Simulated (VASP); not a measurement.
Write the native input for VASP 6.6.1 that does the following.

```
Task                   : relaxation of cell and atoms
Functional             : PBE
Potentials or basis    : VASP PAW PBE potentials, release 64 (C, Ba_sv)
Cutoff                 : 600 eV
k mesh                 : 10 × 10 × 10
Occupations            : fermi-dirac, width 0.05 eV
Spin                   : no spin polarisation
Dipole correction      : no
Further INCAR settings : ALGO = Normal; EDIFF = 1e-06; IBRION = 2; EDIFFG = -0.005; NSW = 100; ISIF = 3
```

The structure of Ba2C (fluorite type) lies in POSCAR:

```
Ba2C
1.0
    0.0000000000      3.6854175856      3.6854175856
    3.6854175856      0.0000000000      3.6854175856
    3.6854175856      3.6854175856      0.0000000000
C Ba
1 2
Direct
    0.0000000000      0.0000000000      0.0000000000
    0.2500000000      0.2500000000      0.2500000000
    0.7500000000      0.7500000000      0.7500000000
```

The input as run:

INCAR

```
PREC = Accurate
ENCUT = 600
EDIFF = 1E-6
ISMEAR = -1
SIGMA = 0.05
LREAL = False
LASPH = True
NELM = 100
ALGO = Normal
ISIF = 3
LWAVE = False
LCHARG = False
GGA = PE
IBRION = 2
NSW = 100
EDIFFG = -0.005
```

KPOINTS

```
Automatic mesh
0
Gamma
  10 10 10
```

Potentials or basis: VASP PAW PBE potentials, release 64 (C, Ba_sv).

Command:

```bash
$ cat potpaw_PBE.64/C/POTCAR potpaw_PBE.64/Ba_sv/POTCAR > POTCAR
$ mpirun -np 1 vasp_std > vasp.out
```

Results of the run:

| Quantity | Value |
| --- | --- |
| Relaxed volume | 30.03 Å³/atom |
| Relaxed cell | a = 5.032 Å, b = 5.032 Å, c = 5.032 Å, α = 60.00°, β = 60.00°, γ = 60.00° |
| Space group after relaxing (to 0.05 Å) | Fm-3m (No. 225) |
| Energy gained by relaxing | 31.9 meV/atom |
| Ionic steps | 5 |
| Pressure after relaxing | 0.0 GPa |
| Band gap on the k mesh | zero (band 12 reaches 3.18 eV, above the bottom of band 13 at 3.13 eV) |

Caveat: spin-orbit coupling is left out, which moves the levels of the heavy elements.

It took 3.7 min on 1 thread of Intel(R) Xeon(R) Platinum 8488C (Sapphire Rapids), with other jobs on the host, peak memory 0.32 GiB.
